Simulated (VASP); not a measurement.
Here is a VASP 6.6.1 calculation.

The input POSCAR:

```
Ir
1.0
    2.9714881261      0.0000000000      0.0000000000
   -1.4857440631      2.5733842043      0.0000000000
    0.0000000000      0.0000000000      4.2837984000
Ir
2
Direct
    0.6666666667      0.3333333333      0.7500000000
    0.3333333333      0.6666666667      0.2500000000
```

File INCAR.step1:

```
SYSTEM = Ir
ALGO = Normal
EDIFF = 1E-4
ENCUT = 520
GGA = PE
ISMEAR = 0
LASPH = .TRUE.
LCHARG = .FALSE.
LREAL = .FALSE.
LWAVE = .TRUE.
NBANDS = 16
NELM = 80
PREC = Accurate
SIGMA = 0.15
```

INCAR.step2

```
SYSTEM = Ir
ALGO = Normal
EDIFF = 1E-6
ENCUT = 520
ISIF = 2
ISMEAR = 0
ISTART = 1
LASPH = .TRUE.
LCHARG = .TRUE.
LELF = .TRUE.
LMIXTAU = .TRUE.
LREAL = .FALSE.
LVHAR = .TRUE.
LWAVE = .FALSE.
METAGGA = R2SCAN
NBANDS = 16
NELM = 80
PREC = Accurate
SIGMA = 0.15
```

KPOINTS

```
k-points
0
G
  18 18 12
  0 0 0
```

Potentials or basis: VASP PAW PBE potentials, release 64 (Ir).

Run with:

```sh
$ cat potpaw_PBE.64/Ir/POTCAR > POTCAR
$ cp INCAR.step1 INCAR
$ mpirun -np 1 vasp_std > vasp.out
$ cp INCAR.step2 INCAR
$ mpirun -np 1 vasp_std > vasp.out
```

Q: Predict the band gap on the k mesh.

A: Zero (bands 9 and 10 overlap by 2.16 eV).

Q: Estimate the pressure.

A: -30.6 GPa.

Stress tensor (GPa, compression positive):
```
-36.21   0.00   0.00
  0.00 -36.21   0.00
  0.00   0.00 -19.47
```

Caveat: the cell differs from its parent crystal (strain +0.080 along x and y, -0.040 along z); the stress differs along the axes, from -36 to -19 GPa; the PAW data sets were made with another functional, which shifts forces and pressure a little; spin-orbit coupling is left out, which moves the levels of the heavy elements.
